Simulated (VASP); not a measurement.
Input of a VASP 6.6.1 run:

INCAR

```
SYSTEM = PdI
PREC = Accurate ; ENCUT = 520
EDIFF = 1E-7 ; ISMEAR = -1
SIGMA = 0.1 ; LREAL = .False.
LASPH = .True. ; NELM = 60
ALGO = Normal ; ISIF = 2
LWAVE = .False. ; LCHARG = .True.
GGA = PS ; LELF = .True.
LVHAR = .True. ; NBANDS = 16
```

KPOINTS

```
regular mesh
0
Gamma
  12 12 12
  0 0 0
```

POSCAR

```
PdI
1.0
    0.0000000000      2.6970712287      2.6970712287
    2.6970712287      0.0000000000      2.6970712287
    2.6970712287      2.6970712287      0.0000000000
Pd I
1 1
Direct
    0.0000000000      0.0000000000      0.0000000000
    0.2500000000      0.2500000000      0.2500000000
```

Potentials or basis: VASP PAW PBE potentials, release 64 (Pd, I).

Command:

```console
$ cat potpaw_PBE.64/Pd/POTCAR potpaw_PBE.64/I/POTCAR > POTCAR
$ mpirun -np 1 vasp_std > vasp.out
```

Task: Estimate the band gap on the k mesh.

Result: Zero (an odd number of electrons rules out a gap without spin polarisation).

Task: Estimate the pressure.

Result: 55.9 GPa.

Caveat: the cell stands under pressure; the PAW data sets were made with another functional, which shifts forces and pressure a little; spin-orbit coupling is left out, which moves the levels of the heavy elements; an odd number of electrons without spin polarisation forces a metal; a magnetic or distorted state may lie lower.
